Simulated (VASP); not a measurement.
Set up this calculation in VASP 6.6.1, as the native input.

```yaml
Task: relaxation of the atoms
Functional: PBE
Potentials_or_basis: VASP PAW PBE potentials, release 64 (H)
Cutoff: 450 eV
k_mesh: 6 × 6 × 6
Occupations: gaussian, width 0.02 eV
Spin: no spin polarisation
Dipole_correction: no
Further_INCAR_settings: ALGO = Normal; EDIFF = 1e-07; IBRION = 2; EDIFFG = -0.008; NSW = 60
```

The structure of H lies in POSCAR:

```
H
1.0
    3.7097913310      0.0000000000      0.0000000000
    0.0000000000      3.7097913310      0.0000000000
    0.5485415488      0.0000000000      4.5711795732
H
4
Direct
    0.0008284164      0.0000000000      0.9180919952
   -0.0008284164      0.0000000000      0.0819080048
    0.5008284164      0.5000000000      0.4180919952
    0.4991715836      0.5000000000      0.5819080048
```

This cell differs from its parent crystal: shear of c along a, cell held: +12.0 %.

These files were run (other wordings do the same):

INCAR

```
SYSTEM = H
PREC = Accurate
ENCUT = 450
EDIFF = 1E-7
ISMEAR = 0
SIGMA = 0.02
LREAL = .FALSE.
LASPH = .TRUE.
NELM = 120
ALGO = Normal
ISIF = 2
LWAVE = .FALSE.
LCHARG = .FALSE.
GGA = PE
IBRION = 2
NSW = 60
EDIFFG = -0.008
GGA_COMPAT = .FALSE.
NELMIN = 4
```

KPOINTS

```
Automatic mesh
0
G
  6 6 6
  0 0 0
```

Potentials or basis: VASP PAW PBE potentials, release 64 (H).

Command:

```sh
$ cat potpaw_PBE.64/H/POTCAR > POTCAR
$ mpirun -np 1 vasp_std > vasp.out
```

Results of the run:

```yaml
Energy_gained_by_relaxing: 0.1 meV/atom
Ionic_steps: 3
Pressure_after_relaxing: -0.4 GPa
Band_gap_on_the_k_mesh: 8.93 eV
```

Caveat: the cell differs from its parent crystal (shear of c along a, cell held: +12.0 %).

It took 19 s on 1 thread of Intel(R) Xeon(R) Platinum 8488C (Sapphire Rapids) (shared host), peak memory 0.16 GiB.
